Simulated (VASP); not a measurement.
A run of VASP 6.6.1 is set up as follows.

The input INCAR:

```
SYSTEM = EuZnAsF
ALGO     = Normal         ! electronic algorithm
EDIFF    = 1E-6           ! SCF threshold, eV
ENCUT    = 520            ! plane-wave cutoff, eV
GGA      = PE             ! functional
ISIF     = 2              ! what is computed and relaxed
ISMEAR   = 0              ! smearing method
ISPIN    = 2              ! spin polarisation
LASPH    = .TRUE.         ! aspherical terms in the spheres
LCHARG   = .TRUE.         ! write CHGCAR
LDAU     = .TRUE.         ! DFT+U
LDAUJ    = 0 0 0 0      
LDAUL    = 3 -1 -1 -1     ! shell
LDAUPRINT= 1            
LDAUTYPE = 2            
LDAUU    = 6 0 0 0        ! U, eV
LELF     = .TRUE.         ! ELF
LMAXMIX  = 6              ! l up to which the mixer works
LORBIT   = 11             ! projections on sites
LREAL    = .FALSE.        ! projectors in reciprocal space
LVHAR    = .TRUE.       
LWAVE    = .FALSE.        ! write WAVECAR
MAGMOM   = 7 -7 0 0 0 0 0 0 ! initial moments
NBANDS   = 55             ! bands
NELM     = 150            ! most SCF steps
PREC     = Accurate       ! precision mode
SIGMA    = 0.05           ! smearing width, eV
```

The input KPOINTS:

```
k-points
0
G
  4 4 2
  0 0 0
```

File POSCAR:

```
EuZnAsF
1.0
    4.1258921845      0.0000000000      0.0000000000
    0.0000000000      4.1258921845      0.0000000000
    0.0000000000      0.0000000000      9.1695961991
Eu Zn As F
2 2 2 2
Direct
    0.0000000000      0.5000000000      0.8415370574
    0.5000000000      0.0000000000      0.1584629426
    0.5000000000      0.5000000000      0.5000000000
    0.0000000000      0.0000000000      0.5000000000
    0.0000000000      0.5000000000      0.3291223696
    0.5000000000      0.0000000000      0.6708776304
    0.5000000000      0.5000000000      0.0000000000
    0.0000000000      0.0000000000      0.0000000000
```

Potentials or basis: VASP PAW PBE potentials, release 64 (Eu, Zn, As, F).

The run is started by

```console
$ cat potpaw_PBE.64/Eu/POTCAR potpaw_PBE.64/Zn/POTCAR potpaw_PBE.64/As/POTCAR potpaw_PBE.64/F/POTCAR > POTCAR
$ mpirun -np 1 vasp_std > vasp.out
```

Predict the band gap on the k mesh.

0.63 eV.

What does it give for the largest force?

0.053 eV/Å.

Estimate the pressure.

0.2 GPa.

Stress tensor (GPa, compression positive):
```
 0.25  0.00  0.00
 0.00  0.25  0.00
 0.00  0.00 -0.01
```

Caveat: spin-orbit coupling is left out, which moves the levels of the heavy elements. The state reached can hang on the start; a lower one may exist.
